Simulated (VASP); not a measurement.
Write the native input for VASP 6.6.1 that does the following.

| Quantity | Value |
| --- | --- |
| Task | single point |
| Functional | PBE |
| Potentials or basis | VASP PAW PBE potentials, release 64 (Mn_pv, S) |
| Cutoff | 520 eV |
| k mesh | 12 × 12 × 12 |
| Occupations | gaussian, width 0.05 eV |
| Spin | no spin polarisation |
| Dipole correction | no |
| Further INCAR settings | ALGO = Normal; EDIFF = 1e-07; NBANDS = 16 |

The structure of MnS lies in POSCAR:

```
MnS
1.0
    0.0000000000      2.3302473804      2.3302473804
    2.3302473804      0.0000000000      2.3302473804
    2.3302473804      2.3302473804      0.0000000000
Mn S
1 1
Direct
    0.0000000000      0.0000000000      0.0000000000
    0.5000000000      0.5000000000      0.5000000000
```

This cell differs from its parent crystal: volume scaled by 0.980.

These files were run (other wordings do the same):

INCAR

```
SYSTEM = MnS
PREC     = Accurate       ! precision mode
ENCUT    = 520            ! plane-wave cutoff, eV
EDIFF    = 1E-7           ! SCF threshold, eV
ISMEAR   = 0              ! smearing method
SIGMA    = 0.05           ! smearing width, eV
LREAL    = .FALSE.        ! projectors in reciprocal space
LASPH    = .TRUE.         ! aspherical terms in the spheres
NELM     = 100            ! most SCF steps
ALGO     = Normal         ! electronic algorithm
ISIF     = 2              ! what is computed and relaxed
LWAVE    = .FALSE.        ! write WAVECAR
LCHARG   = .FALSE.        ! write CHGCAR
GGA      = PE             ! functional
NBANDS   = 16             ! bands
```

KPOINTS

```
regular mesh
0
G
  12 12 12
  0 0 0
```

Potentials or basis: VASP PAW PBE potentials, release 64 (Mn_pv, S).

Command:

```bash
$ cat potpaw_PBE.64/Mn_pv/POTCAR potpaw_PBE.64/S/POTCAR > POTCAR
$ mpirun -np 1 vasp_std > vasp.out
```

It gave:

```yaml
Pressure: 3.4 GPa
```

Caveat: the run has no spin polarisation, though such a crystal can be magnetic.

Run time: 27 s on 1 thread of Intel(R) Xeon(R) Platinum 8488C (Sapphire Rapids) (shared host), peak memory 0.17 GiB.
